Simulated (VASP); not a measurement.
A run of VASP 6.6.1:

Contents of INCAR:

```
SYSTEM = Si
ALGO = Normal ; EDIFF = 1E-7
ENCUT = 520 ; GGA = CA
ISIF = 2 ; ISMEAR = 0
LASPH = .TRUE. ; LCHARG = .FALSE.
LREAL = .FALSE. ; LWAVE = .FALSE.
NBANDS = 11 ; NELM = 60
PREC = Accurate ; SIGMA = 0.05
```

KPOINTS

```
k-points
0
G
  12 12 12
  0 0 0
```

The input POSCAR:

```
Si
1.0
    0.0000000000      2.6892734683      2.5932664055
    2.6892734683      0.0000000000      2.5932664055
    2.6892734683      2.6892734683      0.0000000000
Si
2
Direct
    0.5000000000      0.5000000000      0.5000000000
    0.7500000000      0.7500000000      0.7500000000
```

Potentials or basis: VASP PAW LDA potentials, release 64 (Si).

Run with:

```sh
$ cat potpaw_LDA.64/Si/POTCAR > POTCAR
$ mpirun -np 1 vasp_std > vasp.out
```

Hardware: 1 thread of Intel(R) Xeon(R) Platinum 8488C (Sapphire Rapids), on a shared host.

Q: Estimate the wall time of this run.

A: Wall time 29 s on 1 thread of Intel(R) Xeon(R) Platinum 8488C (Sapphire Rapids), on a shared host, peak memory 0.17 GiB. Counts: scf iterations 12, k points 163.
